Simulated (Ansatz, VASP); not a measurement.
# CdSe in VASP and in Ansatz

The input POSCAR:

```
CdSe
1.0
    4.3000000000      0.0000000000      0.0000000000
   -2.1500000000      3.7239092400      0.0000000000
    0.0000000000      0.0000000000      7.0200000000
Cd Se
2 2
Direct
    0.3333333333      0.6666666667      0.0000000000
    0.6666666667      0.3333333333      0.5000000000
    0.3333333333      0.6666666667      0.3850000000
    0.6666666667      0.3333333333      0.8850000000
```

Contents of INCAR.step1:

```
SYSTEM = CdSe
PREC = Accurate ; ENCUT = 550
ISMEAR = 0 ; SIGMA = 0.01
LREAL = .False. ; LASPH = .True.
NELM = 120 ; NBANDS = 26
GGA = PE ; ALGO = Normal
EDIFF = 1E-5 ; LWAVE = .True.
LCHARG = .False. ; GGA_COMPAT = .False.
```

INCAR.step2

```
SYSTEM = CdSe
PREC = Accurate ; ENCUT = 550
EDIFF = 1E-6 ; ISMEAR = 0
SIGMA = 0.01 ; LREAL = .False.
LASPH = .True. ; NELM = 120
ALGO = Normal ; ISIF = 2
LWAVE = .False. ; LCHARG = .False.
METAGGA = R2SCAN ; LMIXTAU = .True.
NBANDS = 26 ; ISTART = 1
GGA_COMPAT = .False.
```

Contents of KPOINTS:

```
regular mesh
0
Gamma
  6 6 2
  0 0 0
```

Input for Ansatz:

```yaml
crystal:
  lattice:
    - [4.3, 0.0, 0.0]
    - [-2.15, 3.72390924, 0.0]
    - [0.0, 0.0, 7.02]
  atoms:
    - { symbol: Cd, position: [0.3333333333333333, 0.6666666666666666, 0.0] }
    - { symbol: Cd, position: [0.6666666666666666, 0.3333333333333333, 0.5] }
    - { symbol: Se, position: [0.3333333333333333, 0.6666666666666666, 0.385] }
    - { symbol: Se, position: [0.6666666666666666, 0.3333333333333333, 0.885] }
kpoints:
  mp_grid:
    grid: [6, 6, 2]
hamiltonian:
  xc: r2scan
scf:
  occupations:
    method: fixed
output:
  eigenvalues: true
```

Alike in both runs: task single point; functional r2SCAN; k mesh 6 × 6 × 2; no spin polarisation.

|  | VASP | Ansatz |
| --- | --- | --- |
| version | VASP 6.6.1 | Ansatz 0.2.0 |
| potentials or method | VASP PAW PBE potentials, release 64 (Cd, Se) | plane waves, PAW |
| plane-wave cutoff (eV) | 550 | 500 |
| occupations | gaussian, width 0.01 eV | fixed |
| valence electrons in the cell | 36 | 72 |

VASP gave:

* gap on the k mesh at the Fermi level (eV): 1.19

Task: Estimate Ansatz's values.

Result: gap on the k mesh at the Fermi level (eV): 1.20.

VASP's potentials were made for PBE, not for r2SCAN. VASP's potentials hold 36 valence electrons a cell and Ansatz's 72, so a difference there can come from the potentials and not from the codes.

The k mesh is coarse, so the values compare programs but aren't converged.
